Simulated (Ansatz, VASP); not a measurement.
# Two plane-wave programs on CsH

Contents of INCAR:

```
  PREC = Accurate
  ENCUT = 600
  EDIFF = 1E-6
  ISMEAR = 0
  SIGMA = 0.01
  LREAL = False
  LASPH = True
  NELM = 80
  ALGO = Normal
  ISIF = 3
  LWAVE = False
  LCHARG = False
  GGA = CA
  IBRION = 2
  NSW = 80
  EDIFFG = -0.001
```

The input KPOINTS:

```
regular mesh
0
Gamma
  8 8 8
```

File POSCAR:

```
CsH
1.0
    0.0000000000      3.0511182234      3.0511182234
    3.0511182234      0.0000000000      3.0511182234
    3.0511182234      3.0511182234      0.0000000000
Cs H
1 1
Direct
    0.0000000000      0.0000000000      0.0000000000
    0.5000000000      0.5000000000      0.5000000000
```

Input for Ansatz:

```yaml
crystal:
  lattice:
    - [0.0, 3.051118231, 3.051118231]
    - [3.051118231, 0.0, 3.051118231]
    - [3.051118231, 3.051118231, 0.0]
  atoms:
    - { symbol: Cs, position: [0.0, 0.0, 0.0] }
    - { symbol: H, position: [0.5, 0.5, 0.5] }
basis:
  ecutwfc: 420
kpoints:
  mp_grid: { grid: [8, 8, 8] }
hamiltonian:
  xc: lda
scf:
  occupations: { method: fixed }
output:
  forces: true
  stress: true
  eigenvalues: true
  write_density: true
  write_potential: true
  elf: true
  volumetric_format: npy
relax:
  adjacent_minimum: "off"
  f_tol: 0.001
  max_steps: 60
  cell: { stress_tol: 0.01 }
```

Alike in both runs: task relaxation of cell and atoms; functional LDA; k mesh 8 × 8 × 8; no spin polarisation.

|  | VASP | Ansatz |
| --- | --- | --- |
| version | VASP 6.6.1 | Ansatz 0.2.0 |
| potentials or method | VASP PAW LDA potentials, release 64 (Cs_sv, H), cutoff 600 eV | scalar-relativistic, plane waves, PAW |
| occupations | gaussian, width 0.01 eV | fixed |
| valence electrons in the cell | 10 | 10 |

|  | VASP | Ansatz | Ansatz less VASP |
| --- | --- | --- | --- |
| gap on the k mesh at the Fermi level, each at its own relaxed structure (eV) | 1.74 | 1.75 | +0.014 |
| relaxed volume (Å³/atom) | 28.54 | 28.33 | -0.210 |
| relaxed cell length with the largest relative difference (Å) | 4.322 | 4.311 | -0.0106 |

LDA's correlation is that of Perdew and Zunger in VASP and of Perdew and Wang (1992) in Ansatz.

Neither program's run includes spin-orbit coupling.
